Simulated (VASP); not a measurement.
Crystal: BaTa3.

```
Ba Ta
1.0
     4.40901    0.00000    0.00000
     0.00000    4.40901    0.00000
     0.00000    0.00000    4.40901
Ba Ta
1 3
Direct
  0.00000 0.00000 0.00000
  0.00000 0.50000 0.50000
  0.50000 0.00000 0.50000
  0.50000 0.50000 0.00000
```

* Program: VASP 6.6.1
* Task: relaxation of cell and atoms
* Functional: PBE
* Potentials or basis: VASP PAW PBE potentials, release 64 (Ba_sv, Ta_sv_GW)
* Cutoff: 500 eV
* k mesh: 10 × 10 × 10
* Occupations: gaussian, width 0.1 eV
* Spin: no spin polarisation

At the start: pressure 3.9 GPa; volume 21.43 Å³/atom.

Task: How do energy, volume and symmetry change on relaxing?

Result: Over 3 steps the energy falls by 8.9 meV/atom and the volume is 22.18 Å³/atom (+3.5 %); space group Pm-3m (No. 221, to 0.1 Å) before and after.

Step by step:
```tsv
step	energy change (eV)	largest force (eV/Å)	pressure (GPa)	volume (Å³)
1	0.0000	0.0000	3.91	85.71
2	0.0110	0.0000	-3.94	92.36
3	-0.0355	0.0000	-0.02	88.73
```

Final structure:
```xyz
4
Lattice="4.4602 0.0000 0.0000 0.0000 4.4602 0.0000 0.0000 0.0000 4.4602" Properties=species:S:1:pos:R:3 pbc="T T T"
Ba    0.0000    0.0000    0.0000
Ta    0.0000    2.2301    2.2301
Ta    2.2301    0.0000    2.2301
Ta    2.2301    2.2301    0.0000
```
